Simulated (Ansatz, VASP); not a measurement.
**BN in VASP and in Ansatz**

File INCAR:

```
SYSTEM = BN
ALGO = Normal
EDIFF = 1E-7
ENCUT = 520
GGA = PE
ISIF = 2
ISMEAR = 0
LASPH = .TRUE.
LCHARG = .FALSE.
LREAL = .FALSE.
LWAVE = .FALSE.
NBANDS = 16
NELM = 100
PREC = Accurate
SIGMA = 0.05
```

The input KPOINTS:

```
k-points
0
G
  12 12 4
  0 0 0
```

File POSCAR:

```
BN
1.0
    2.5039917043      0.0000000000      0.0000000000
   -1.2519958522      2.1685204268      0.0000000000
    0.0000000000      0.0000000000      6.6612000000
B N
2 2
Direct
    0.3333333333      0.6666666667      0.2500000000
    0.6666666667      0.3333333333      0.7500000000
    0.2949200452      0.6474600226      0.7500000000
    0.6666666667      0.3333333333      0.2500000000
```

Input for Ansatz:

```yaml
crystal:
  lattice:
    - [2.5039917043, 0.0, 0.0]
    - [-1.2519958522, 2.1685204268, 0.0]
    - [0.0, 0.0, 6.6612]
  atoms:
    - { symbol: B, position: [0.3333333333, 0.6666666667, 0.25] }
    - { symbol: B, position: [0.6666666667, 0.3333333333, 0.75] }
    - { symbol: "N", position: [0.2949200452, 0.6474600226, 0.75] }
    - { symbol: "N", position: [0.6666666667, 0.3333333333, 0.25] }
basis:
  ecutwfc: 420
kpoints:
  mp_grid: { grid: [12, 12, 4] }
hamiltonian:
  xc: pbe
scf:
  occupations: { method: gaussian, width: 0.05 }
output:
  forces: true
  stress: true
  eigenvalues: true
```

Alike in both runs: task single point; functional PBE; k mesh 12 × 12 × 4; occupations gaussian, width 0.05 eV; no spin polarisation.

```csv
,VASP,Ansatz
version,VASP 6.6.1,Ansatz 0.2.0
potentials or method,"VASP PAW PBE potentials, release 64 (B, N), cutoff 520 eV","scalar-relativistic, plane waves, PAW"
valence electrons in the cell,16,16
```

|  | VASP | Ansatz | Ansatz less VASP |
| --- | --- | --- | --- |
| gap on the k mesh at the Fermi level (eV) | 4.13 | 4.13 | +0.007 |
| least direct gap on the mesh (eV) | 4.51 | 4.52 | +0.007 |
| pressure (GPa) | 4.8 | 4.8 | -0.05 |
| traceless stress, the component that is largest in VASP (GPa) | 4.72 | 4.72 | +0.002 |
| rms of the force components (eV/Å) | 1.601 | 1.606 | +0.0047 |

Atom by atom the forces differ by 0.005 eV/Å (rms over components).
